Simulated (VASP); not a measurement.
Here is a VASP 6.6.1 calculation.

The input POSCAR:

```
Ti3C2
1.0
    3.0106931253      0.0000000000      0.0000000000
   -1.5053465627      2.6073367295      0.0000000000
    0.0000000000      0.0000000000     14.7530503877
Ti C
6 4
Direct
    0.3333333333      0.6666666667      0.8409264509
    0.6666666667      0.3333333333      0.3409264509
    0.6666666667      0.3333333333      0.1590735491
    0.3333333333      0.6666666667      0.6590735491
    0.0000000000      0.0000000000      0.0000000000
    0.0000000000      0.0000000000      0.5000000000
    0.6666666667      0.3333333333      0.9131607838
    0.3333333333      0.6666666667      0.4131607838
    0.6666666667      0.3333333333      0.5868392162
    0.3333333333      0.6666666667      0.0868392162
```

The input INCAR.step1:

```
SYSTEM = Ti3C2
  ALGO = Normal
  EDIFF = 1E-4
  ENCUT = 520
  GGA = PE
  ISMEAR = 0
  LASPH = .True.
  LCHARG = .False.
  LREAL = .False.
  LWAVE = .True.
  NBANDS = 55
  NELM = 60
  PREC = Accurate
  SIGMA = 0.1
```

Contents of INCAR.step2:

```
SYSTEM = Ti3C2
  ALGO = Normal
  EDIFF = 1E-6
  ENCUT = 520
  ISIF = 2
  ISMEAR = 0
  ISTART = 1
  LASPH = .True.
  LCHARG = .False.
  LMIXTAU = .True.
  LREAL = .False.
  LWAVE = .False.
  METAGGA = R2SCAN
  NBANDS = 55
  NELM = 60
  PREC = Accurate
  SIGMA = 0.1
```

Contents of KPOINTS:

```
k-points
0
Gamma
  12 12 4
  0 0 0
```

Potentials or basis: VASP PAW PBE potentials, release 64 (Ti_sv, C).

Command:

```console
$ cat potpaw_PBE.64/Ti_sv/POTCAR potpaw_PBE.64/C/POTCAR > POTCAR
$ cp INCAR.step1 INCAR
$ mpirun -np 1 vasp_std > vasp.out
$ cp INCAR.step2 INCAR
$ mpirun -np 1 vasp_std > vasp.out
```

Q: What does it give for the band gap on the k mesh?

A: Zero (bands 44 and 45 overlap by 0.78 eV).

Q: Estimate the largest force.

A: 0.104 eV/Å.

Forces on the atoms (eV/Å):
```
Ti   0.000  0.000 -0.104
Ti   0.000  0.000 -0.104
Ti   0.000  0.000  0.104
Ti   0.000  0.000  0.104
Ti   0.000  0.000  0.000
Ti   0.000  0.000  0.000
C    0.000  0.000  0.035
C    0.000  0.000  0.035
C    0.000  0.000 -0.035
C    0.000  0.000 -0.035
```

Caveat: the PAW data sets were made with another functional, which shifts forces and pressure a little.
